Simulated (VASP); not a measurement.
A run of VASP 6.6.1:

Contents of INCAR:

```
SYSTEM = Tl
PREC = Accurate
ENCUT = 520
EDIFF = 1E-6
ISMEAR = 1
SIGMA = 0.1
LREAL = .False.
LASPH = .True.
NELM = 100
ALGO = Normal
ISIF = 2
LWAVE = .False.
LCHARG = .False.
GGA = CA
NBANDS = 20
```

File KPOINTS:

```
Automatic mesh
0
Gamma
  11 11 6
  0 0 0
```

POSCAR

```
Tl
1.0
    3.4014029632      0.0000000000      0.0000000000
   -1.7007014816      2.9457013746      0.0000000000
    0.0000000000      0.0000000000      5.4430041633
Tl
2
Direct
    0.3333333333      0.6666666667      0.2500000000
    0.6666666667      0.3333333333      0.7500000000
```

Potentials or basis: VASP PAW LDA potentials, release 64 (Tl_d).

Launch:

```bash
$ cat potpaw_LDA.64/Tl_d/POTCAR > POTCAR
$ mpirun -np 1 vasp_std > vasp.out
```

Hardware: 1 thread of AMD EPYC 9R45 (Zen 5), with other jobs on the host.

**Question.** Estimate the wall time of this run.

**Answer.** Wall time 41 s on 1 thread of AMD EPYC 9R45 (Zen 5), with other jobs on the host, peak memory 0.16 GiB. Counts: scf iterations 10, k points 64.
